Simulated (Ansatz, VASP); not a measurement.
ZnS: VASP beside Ansatz

File INCAR:

```
SYSTEM = ZnS
PREC = Accurate
ENCUT = 600
EDIFF = 1E-7
ISMEAR = 0
SIGMA = 0.1
LREAL = .False.
LASPH = .True.
NELM = 60
ALGO = Normal
ISIF = 3
LWAVE = .False.
LCHARG = .False.
GGA = PE
IBRION = 2
NSW = 80
EDIFFG = -0.05
```

Contents of KPOINTS:

```
regular mesh
0
Gamma
  8 8 8
  0 0 0
```

The input POSCAR:

```
ZnS
1.0
    0.0000000000      2.4766487089      2.4766487089
    2.4766487089      0.0000000000      2.4766487089
    2.4766487089      2.4766487089      0.0000000000
Zn S
1 1
Direct
    0.0000000000      0.0000000000      0.0000000000
    0.5000000000      0.5000000000      0.5000000000
```

Input for Ansatz:

```yaml
crystal:
  lattice:
    - [0.0, 2.4766487089, 2.4766487089]
    - [2.4766487089, 0.0, 2.4766487089]
    - [2.4766487089, 2.4766487089, 0.0]
  atoms:
    - { symbol: Zn, position: [0.0, 0.0, 0.0] }
    - { symbol: S, position: [0.5, 0.5, 0.5] }
basis:
  ecutwfc: 420
kpoints:
  mp_grid: { grid: [8, 8, 8] }
hamiltonian:
  xc: pbe
scf:
  occupations: { method: gaussian, width: 0.1 }
output:
  forces: true
  stress: true
  eigenvalues: true
relax:
  adjacent_minimum: "off"
  f_tol: 0.05
  max_steps: 60
  cell: { stress_tol: 0.5 }
```

Alike in both runs: task relaxation of cell and atoms; functional PBE; k mesh 8 × 8 × 8; occupations gaussian, width 0.1 eV; no spin polarisation.

|  | VASP | Ansatz |
| --- | --- | --- |
| version | VASP 6.6.1 | Ansatz 0.2.0 |
| potentials or method | VASP PAW PBE potentials, release 64 (Zn, S), cutoff 600 eV | scalar-relativistic, plane waves, PAW |
| valence electrons in the cell | 18 | 18 |

|  | VASP | Ansatz | Ansatz less VASP |
| --- | --- | --- | --- |
| gap on the k mesh at the Fermi level, each at its own relaxed structure (eV) | none | none | - |
| relaxed volume (Å³/atom) | 16.64 | 16.55 | -0.093 |
| relaxed cell length with the largest relative difference (Å) | 3.611 | 3.604 | -0.0068 |

A gap of «none» marks a metal or a gap that the smearing closes.
